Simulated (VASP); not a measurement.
Wanted: the native input for a VASP 6.6.1 run.

```
Task                   : relaxation of cell and atoms
Functional             : PBEsol
Potentials or basis    : VASP PAW PBE potentials, release 64 (Ti_sv, Al)
Cutoff                 : 600 eV
k mesh                 : 14 × 14 × 14
Occupations            : gaussian, width 0.1 eV
Spin                   : no spin polarisation
Dipole correction      : no
Further INCAR settings : ALGO = Normal; EDIFF = 1e-07; IBRION = 2; EDIFFG = -0.005; NSW = 100; ISIF = 3
```

The structure of TiAl lies in POSCAR:

```
TiAl
1.0
    3.1554155953      0.0000000000      0.0000000000
    0.0000000000      3.1554155953      0.0000000000
    0.0000000000      0.0000000000      3.1554155953
Ti Al
1 1
Direct
    0.5000000000      0.5000000000      0.5000000000
    0.0000000000      0.0000000000      0.0000000000
```

One way to write it, as run:

INCAR

```
SYSTEM = TiAl
ALGO = Normal
EDIFF = 1E-7
EDIFFG = -0.005
ENCUT = 600
GGA = PS
IBRION = 2
ISIF = 3
ISMEAR = 0
LASPH = .True.
LCHARG = .False.
LREAL = .False.
LWAVE = .False.
NELM = 100
NSW = 100
PREC = Accurate
SIGMA = 0.1
```

KPOINTS

```
k-points
0
Gamma
  14 14 14
  0 0 0
```

Potentials or basis: VASP PAW PBE potentials, release 64 (Ti_sv, Al).

Launch:

```console
$ cat potpaw_PBE.64/Ti_sv/POTCAR potpaw_PBE.64/Al/POTCAR > POTCAR
$ mpirun -np 1 vasp_std > vasp.out
```

It gave:

```json
{"Relaxed volume": "15.72 Å³/atom", "Relaxed cell": "a = 3.156 Å, b = 3.156 Å, c = 3.156 Å, α = 90.00°, β = 90.00°, γ = 90.00°", "Space group after relaxing (to 0.05 Å)": "Pm-3m (No. 221)", "Energy gained by relaxing": "0.0 meV/atom", "Ionic steps": "3", "Pressure after relaxing": "0.0 GPa"}
```

Caveat: the PAW data sets were made with another functional, which shifts forces and pressure a little.

Run time: 2.6 min on 1 thread of Intel(R) Xeon(R) Platinum 8175M CPU @ 2.50GHz (Skylake/Cascade Lake), on a shared host, peak memory 0.2 GiB.
